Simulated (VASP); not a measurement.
# Mg3Sb2 (P-3m1) in VASP: a series of runs

The runs below take Mg3Sb2 through single point, with PBE, r2SCAN.

Everything below comes from runs of VASP 6.6.1. Logs are shortened: lines on timing, memory, paths and dates and some standing lists are left out, and cuts for length are marked.

### 1 The cell of the first run

The structure is trigonal, space group P-3m1 (No. 164). Conventional cell: a = 4.570 Å, b = 4.570 Å, c = 6.824 Å, α = 90.00°, β = 90.00°, γ = 120.00°. Mg (site symmetry 3m) has 4 Sb at 2.79 to 2.83 Å and 6 Mg at 3.26 to 3.60 Å within 3.7 Å. Within 4.0 Å of Mg (site symmetry -3m) lie 6 Sb at 3.05 Å and 6 Mg at 3.60 Å. Within 3.7 Å of Sb (site symmetry 3m) lie 7 Mg at 2.79 to 3.05 Å.

### 2 Single point, PBE (uniaxial z strain -5.8%)

Input file INCAR:

```
ALGO     = Normal         # electronic algorithm
EDIFF    = 1E-6           # SCF threshold, eV
ENCUT    = 600            # plane-wave cutoff, eV
GGA      = PE             # functional
GGA_COMPAT= False        
ISIF     = 2              # what is computed and relaxed
ISMEAR   = -1             # smearing method
LASPH    = True           # aspherical terms in the spheres
LCHARG   = False          # write CHGCAR
LREAL    = False          # projectors in reciprocal space
LWAVE    = False          # write WAVECAR
NBANDS   = 16             # bands
NELM     = 120            # most SCF steps
PREC     = Accurate       # precision mode
SIGMA    = 0.02           # smearing width, eV
```

Input file KPOINTS:

```
k-points
0
Gamma
  6 6 4
```

Input file POSCAR:

```
Mg3Sb2
1.0
    4.5696659247      0.0000000000      0.0000000000
   -2.2848329624      3.9574467776      0.0000000000
    0.0000000000      0.0000000000      6.8236976478
Mg Sb
3 2
Direct
    0.3333333333      0.6666666667      0.6400650755
    0.6666666667      0.3333333333      0.3599349245
    0.0000000000      0.0000000000      0.0000000000
    0.3333333333      0.6666666667      0.2247199469
    0.6666666667      0.3333333333      0.7752800531
```

Potentials or basis: VASP PAW PBE potentials, release 64 (Mg, Sb).

Command:

```console
> cat potpaw_PBE.64/Mg/POTCAR potpaw_PBE.64/Sb/POTCAR > POTCAR
> mpirun -np 1 vasp_std > vasp.out
```

OUTCAR:

```text
EDIFF = 1E-6
   ENCUT = 600
   GGA = PE
   ISIF = 2
   ISMEAR = -1
   LASPH = True
   LREAL = False
   NELM = 120
   PREC = Accurate

 ion  position               nearest neighbor table
   1  0.333  0.667  0.640-   5 2.79   5 2.79   5 2.79   4 2.83   2 3.26   2 3.26   2 3.26   3 3.60
                             3 3.60   3 3.60
   2  0.667  0.333  0.360-   4 2.79   4 2.79   4 2.79   5 2.83   1 3.26   1 3.26   1 3.26   3 3.60
                             3 3.60   3 3.60
   3  0.000  0.000  0.000-   4 3.05   5 3.05   5 3.05   4 3.05   5 3.05   4 3.05   1 3.60   2 3.60
                             1 3.60   2 3.60   2 3.60   1 3.60
   4  0.333  0.667  0.225-   2 2.79   2 2.79   2 2.79   1 2.83   3 3.05   3 3.05   3 3.05
   5  0.667  0.333  0.775-   1 2.79   1 2.79   1 2.79   2 2.83   3 3.05   3 3.05   3 3.05

  LATTYP: Found a hexagonal cell.
 ALAT       =     4.5696659247
 C/A-ratio  =     1.4932596300

  Lattice vectors:

 A1 = (   4.5696659247,   0.0000000000,   0.0000000000)
 A2 = (  -2.2848329624,   3.9574467776,   0.0000000000)
 A3 = (   0.0000000000,   0.0000000000,   6.8236976478)

Analysis of symmetry for initial positions (statically):
=====================================================================
 Subroutine PRICEL returns:
 Original cell was already a primitive cell.

 Routine SETGRP: Setting up the symmetry group for a
 hexagonal supercell.

 Subroutine GETGRP returns: Found 12 space group operations
 (whereof 12 operations were pure point group operations)
 out of a pool of 24 trial point group operations.

The static configuration has the point symmetry D_3d.

Analysis of symmetry for dynamics (positions and initial velocities):
=====================================================================
 Subroutine PRICEL returns:
 Original cell was already a primitive cell.

 Routine SETGRP: Setting up the symmetry group for a
 hexagonal supercell.

 Subroutine GETGRP returns: Found 12 space group operations
 (whereof 12 operations were pure point group operations)
 out of a pool of 24 trial point group operations.

The dynamic configuration has the point symmetry D_3d.

 Subroutine INISYM returns: Found 12 space group operations
 (whereof 12 operations are pure point group operations),
 and found     1 'primitive' translations

----------------------------------------------------------------------------------------

                                     Primitive cell

  volume of cell :     123.4012

  direct lattice vectors                    reciprocal lattice vectors
     4.569665925  0.000000000  0.000000000     0.218834378  0.126344087  0.000000000
    -2.284832962  3.957446778  0.000000000     0.000000000  0.252688174  0.000000000
     0.000000000  0.000000000  6.823697648     0.000000000  0.000000000  0.146548111

  length of vectors
     4.569665925  4.569665925  6.823697648     0.252688174  0.252688174  0.146548111

  position of ions in fractional coordinates (direct lattice)
     0.333333333  0.666666667  0.640065075
     0.666666667  0.333333333  0.359934925
     0.000000000  0.000000000  0.000000000
     0.333333333  0.666666667  0.224719947
     0.666666667  0.333333333  0.775280053

  ion indices of the primitive-cell ions
   primitive index   ion index
                 1           1
                 2           2
                 3           3
                 4           4
                 5           5

----------------------------------------------------------------------------------------

 KPOINTS: k-points

Automatic generation of k-mesh.
 Grid dimensions read from file:
 generate k-points for:    6    6    4

 Generating k-lattice:

  Cartesian coordinates                     Fractional coordinates (reciprocal lattice)
     0.036472396  0.021057348  0.000000000     0.166666667  0.000000000  0.000000000
     0.000000000  0.042114696  0.000000000     0.000000000  0.166666667  0.000000000
     0.000000000  0.000000000  0.036637028     0.000000000  0.000000000  0.250000000

  Length of vectors
     0.042114696  0.042114696  0.036637028

  Shift w.r.t. Gamma in fractional coordinates (k-lattice)
     0.000000000  0.000000000  0.000000000

 Subroutine IBZKPT returns following result:
 ===========================================

 Found     24 irreducible k-points:

 Following reciprocal coordinates:
            Coordinates               Weight
  0.000000  0.000000  0.000000      1.000000
  0.166667 -0.000000  0.000000      6.000000
  0.333333  0.000000  0.000000      6.000000
  0.500000  0.000000  0.000000      3.000000
  0.166667  0.166667  0.000000      6.000000
  0.333333  0.166667  0.000000     12.000000
[... 16 lines left out ...]
  0.333333  0.166667  0.500000     12.000000
  0.333333  0.333333  0.500000      2.000000
   k-points           NKPTS =     24   k-points in BZ     NKDIM =     24   number of bands    NBANDS=     16
   number of dos      NEDOS =    301   number of ions     NIONS =      5
   total plane-waves  NPLWV =  89600
   dimension x,y,z NGX =    40 NGY =   40 NGZ =   56
   dimension x,y,z NGXF=    80 NGYF=   80 NGZF=  112
   ions per type =               3   2
   NGX,Y,Z   is equivalent  to a cutoff of  14.55, 14.55, 13.64 a.u.
   NGXF,Y,Z  is equivalent  to a cutoff of  29.10, 29.10, 27.29 a.u.
 SYSTEM =  unknown system
   PREC   = accura    normal or accurate (medium, high low for compatibility)
   ISTART =      0    job   : 0-new  1-cont  2-samecut
   ICHARG =      2    charge: 1-file 2-atom 10-const
   ISPIN  =      1    spin polarized calculation?
   LNONCOLLINEAR =      F non collinear calculations
   LSORBIT =      F    spin-orbit coupling
   LASPH  =      T    aspherical Exc in radial PAW
   ENCUT  =  600.0 eV  44.10 Ry    6.64 a.u.   9.13  9.13 13.63*2*pi/ulx,y,z
   NELM   =    120;   NELMIN=  2; NELMDL= -5     # of ELM steps
   EDIFF  = 0.1E-05   stopping-criterion for ELM
   LREAL  =      F    real-space projection
   EDIFFG = 0.1E-04   stopping-criterion for IOM
   NSW    =      0    number of steps for IOM
   IBRION =     -1    ionic relax: 0-MD 1-quasi-New 2-CG
   NFREE  =      0    steps in history (QN), initial steepest desc. (CG)
   ISIF   =      2    stress and relaxation
   ISYM   =      2    0-nonsym 1-usesym 2-fastsym
   POTIM  = 0.5000    time-step for ionic-motion
   TEBEG  =    0.0;   TEEND  =   0.0 temperature during run
   PSTRESS=    0.0 pullay stress
   NELECT =      16.0000    total number of electrons
   NUPDOWN=      -1.0000    fix difference up-down
   EMIN   =  10.00;   EMAX   =-10.00  energy-range for DOS
   EFERMI =   0.00;   METHOD = LEGACY
   ISMEAR =    -1;   SIGMA  =   0.02  broadening in eV -4-tet -1-fermi 0-gaus
   EFERMI_NEDOS =   21; number of points for ismear=-14 and -15
   IALGO  =     38    algorithm
   IMIX   =      4    mixing-type and parameters
     AMIX     =   0.40;   BMIX     =  1.00
     AMIX_MAG =   1.60;   BMIX_MAG =  1.00
  volume/ion in A,a.u.               =      24.68       166.55
  Fermi-wavevector in a.u.,A,eV,Ry     =   0.828594  1.565815  9.341322  0.686568
  Thomas-Fermi vector in A             =   1.940997
   LORBIT       =      0    0 simple, 1 ext, 2 COOP (PROOUT), +10 PAW based schemes
   GGA     = PE    functional components
   LHFCALC =     F    Hartree Fock is set to
   AEXX    =    0.0000 exact exchange contribution
   IVDW    =     0    specifies the selected vdW correction
   LEPSILON=     F    determine dielectric tensor
   LRPA    =     F    only Hartree local field effects (RPA)
 non-spin polarized calculation
  energy-cutoff  :      600.00
  volume of cell :      123.40
 maximum number of plane-waves:      4146
 NGX is ok and might be reduce to    40
   NGX = 19   NGY = 19   NGZ = 27

 number of electron      15.9999999 magnetization

 Free energy of the ion-electron system (eV)
  ---------------------------------------------------
  ext. energy  EPLUGINS =         0.00000000
  ---------------------------------------------------
  free energy    TOTEN  =       -14.48234142 eV

  energy without entropy =      -14.48176741  energy(sigma->0) =      -14.48205441

 E-fermi :   5.0959     XC(G=0):  -9.0125

 val. band max:        4.8921849330   @ k =   0.1667  -0.0000   0.0000
 cond. band min:       5.1105495554   @ k =   0.5000   0.0000   0.0000
 fundamental gap:      0.2183646224
 Fermi energy:         5.0958789759

 k-point     1 :       0.0000    0.0000    0.0000
  band No.  band energies     occupation
      1      -5.6474      2.00000
      2      -4.0831      2.00000
      3      -0.0516      2.00000
      4       3.5715      2.00000
      5       3.5715      2.00000
      6       4.4331      2.00000
[... 8 lines left out ...]
     15       9.3051      0.00000
     16       9.8430      0.00000

 k-point     2 :       0.1667   -0.0000    0.0000
  band No.  band energies     occupation
      1      -5.4508      2.00000
      2      -3.9885      2.00000
      3       0.1846      2.00000
      4       2.1900      2.00000
      5       3.1030      2.00000
      6       3.2172      2.00000
[... 8 lines left out ...]
     15       8.9926      0.00000
     16       9.9764      0.00000

 k-point     3 :       0.3333    0.0000    0.0000
  band No.  band energies     occupation
      1      -4.9266      2.00000
      2      -3.8545      2.00000
      3       0.5821      2.00000
      4       0.9334      2.00000
      5       1.7877      2.00000
      6       2.5387      2.00000
[... 8 lines left out ...]
     15      10.2283      0.00000
     16      10.4735      0.00000
[... 362 lines left out ...]
 k-point    23 :       0.3333    0.1667    0.5000
  band No.  band energies     occupation
      1      -4.2495      2.00000
      2      -4.1415      2.00000
      3       0.0830      2.00000
      4       0.3446      2.00000
      5       1.7215      2.00000
      6       2.2034      2.00000
[... 8 lines left out ...]
     15      10.3256      0.00000
     16      10.5851      0.00000

 k-point    24 :       0.3333    0.3333    0.5000
  band No.  band energies     occupation
      1      -4.0560      2.00000
      2      -4.0560      2.00000
      3       0.3575      2.00000
      4       0.3575      2.00000
      5       0.6827      2.00000
      6       1.4606      2.00000
[... 8 lines left out ...]
     15       9.8201      0.00000
     16      10.2762      0.00000

------------------------ aborting loop because EDIFF is reached ----------------------------------------

  FORCE on cell =-STRESS in cart. coord.  units (eV):
  Direction    XX          YY          ZZ          XY          YZ          ZX
  --------------------------------------------------------------------------------------
  -------------------------------------------------------------------------------------
  Total        2.1651902      2.1651902      4.4844065     -0.0000000     -0.0000000      0.0000000
  in kB       28.1117136     28.1117136     58.2232238     -0.0000000     -0.0000000      0.0000000
  external PRESSURE =      38.1488837 kB  Pullay stress =       0.0000000 kB

 VOLUME and BASIS-vectors are now :
 -----------------------------------------------------------------------------
  energy-cutoff  :      600.00
  volume of cell :      123.40
      direct lattice vectors                 reciprocal lattice vectors
     4.569665925  0.000000000  0.000000000     0.218834378  0.126344087  0.000000000
    -2.284832962  3.957446778  0.000000000     0.000000000  0.252688174  0.000000000
     0.000000000  0.000000000  6.823697648     0.000000000  0.000000000  0.146548111

 POSITION                                       TOTAL-FORCE (eV/Angst)
 -----------------------------------------------------------------------------------
     -0.00000      2.63830      4.36761        -0.000000      0.000000      0.003851
      2.28483      1.31915      2.45609        -0.000000      0.000000     -0.003851
      0.00000      0.00000      0.00000        -0.000000      0.000000      0.000000
     -0.00000      2.63830      1.53342         0.000000     -0.000000     -0.213418
      2.28483      1.31915      5.29028        -0.000000      0.000000      0.213418
 -----------------------------------------------------------------------------------
    total drift:                               -0.000000      0.000000     -0.000000

  FREE ENERGIE OF THE ION-ELECTRON SYSTEM (eV)
  ---------------------------------------------------
  free  energy   TOTEN  =       -14.4823414172 eV

  energy  without entropy=      -14.4817674088  energy(sigma->0) =      -14.48205441
```

Wall time 63 s (1 thread of Intel Xeon 6975P-C, shared host); peak memory 0.29 GiB.

What came out:

| Quantity | Value |
| --- | --- |
| Free energy | -14.4823 eV |
| Pressure | 3.8 GPa |
| Largest force | 0.213 eV/Å |
| Band gap on the k mesh | zero (band 8 reaches 5.32 eV, above the bottom of band 9 at 5.11 eV) |

Forces in eV/Å, atoms in the order of the input:
```
Mg   0.000  0.000  0.004
Mg   0.000  0.000 -0.004
Mg   0.000  0.000  0.000
Sb   0.000  0.000 -0.213
Sb   0.000  0.000  0.213
```

Caveat: the cell differs from its parent crystal (uniaxial z strain -5.8%); spin-orbit coupling is left out, which moves the levels of the heavy elements.

### 3 Single point, r2SCAN

This run uses another cell than the first one, of 26.19 Å³/atom, 1.061 times its volume.

Input file POSCAR:

```
Mg3Sb2
1.0
    4.5696659247      0.0000000000      0.0000000000
   -2.2848329624      3.9574467776      0.0000000000
    0.0000000000      0.0000000000      7.2399975043
Mg Sb
3 2
Direct
    0.3333333333      0.6666666667      0.6336571752
    0.6666666667      0.3333333333      0.3663428248
    0.0000000000      0.0000000000      0.0000000000
    0.3333333333      0.6666666667      0.2287531125
    0.6666666667      0.3333333333      0.7712468875
```

Input file INCAR.step1:

```
SYSTEM = Mg3Sb2
PREC = Accurate
ENCUT = 660
ISMEAR = -1
SIGMA = 0.02
LREAL = .FALSE.
LASPH = .TRUE.
NELM = 120
NBANDS = 16
GGA = PE
ALGO = Normal
EDIFF = 1E-5
LWAVE = .TRUE.
LCHARG = .FALSE.
GGA_COMPAT = .FALSE.
```

Input file INCAR.step2:

```
SYSTEM = Mg3Sb2
PREC = Accurate
ENCUT = 660
EDIFF = 1E-6
ISMEAR = -1
SIGMA = 0.02
LREAL = .FALSE.
LASPH = .TRUE.
NELM = 120
ALGO = Normal
ISIF = 2
LWAVE = .FALSE.
LCHARG = .FALSE.
METAGGA = R2SCAN
LMIXTAU = .TRUE.
NBANDS = 16
ISTART = 1
GGA_COMPAT = .FALSE.
```

Input file KPOINTS:

```
Automatic mesh
0
G
  6 6 4
  0 0 0
```

Potentials or basis: VASP PAW PBE potentials, release 64 (Mg, Sb).

Command:

```console
> cat potpaw_PBE.64/Mg/POTCAR potpaw_PBE.64/Sb/POTCAR > POTCAR
> cp INCAR.step1 INCAR
> mpirun -np 1 vasp_std > vasp.out
> cp INCAR.step2 INCAR
> mpirun -np 1 vasp_std > vasp.out
```

Wall time 4 min (1 thread of Intel Xeon 6975P-C, shared host); peak memory 0.38 GiB.

It converged, with:

| Quantity | Value |
| --- | --- |
| Free energy | -66.2532 eV |
| Pressure | 0.0 GPa |
| Largest force | 0.016 eV/Å |
| Band gap on the k mesh | 0.56 eV, indirect (least direct gap 1.75 eV) |

Forces in eV/Å, atoms in the order of the input:
```
Mg   0.000  0.000 -0.003
Mg   0.000  0.000  0.003
Mg   0.000  0.000  0.000
Sb   0.000  0.000 -0.016
Sb   0.000  0.000  0.016
```

Levels at points of the mesh, in eV from the valence-band top:
```csv
k point,band 5,band 6,band 7,band 8,band 9,band 10,band 11,band 12
"(0.00, 0.00, 0.00)",-1.16,-0.42,-0.42,0.00,1.76,1.78,3.41,3.41
"(0.50, 0.00, 0.00)",-3.33,-2.40,-2.20,-0.96,0.79,2.43,2.46,3.15
"(0.00, 0.00, 0.50)",-0.84,-0.84,-0.76,-0.76,2.28,2.46,3.06,3.06
"(0.50, 0.00, 0.50)",-1.91,-1.74,-1.69,-1.58,0.87,1.67,2.15,2.58
```

Caveat: the PAW data sets were made with another functional, which shifts forces and pressure a little; spin-orbit coupling is left out, which moves the levels of the heavy elements. A k mesh can miss the band edges.
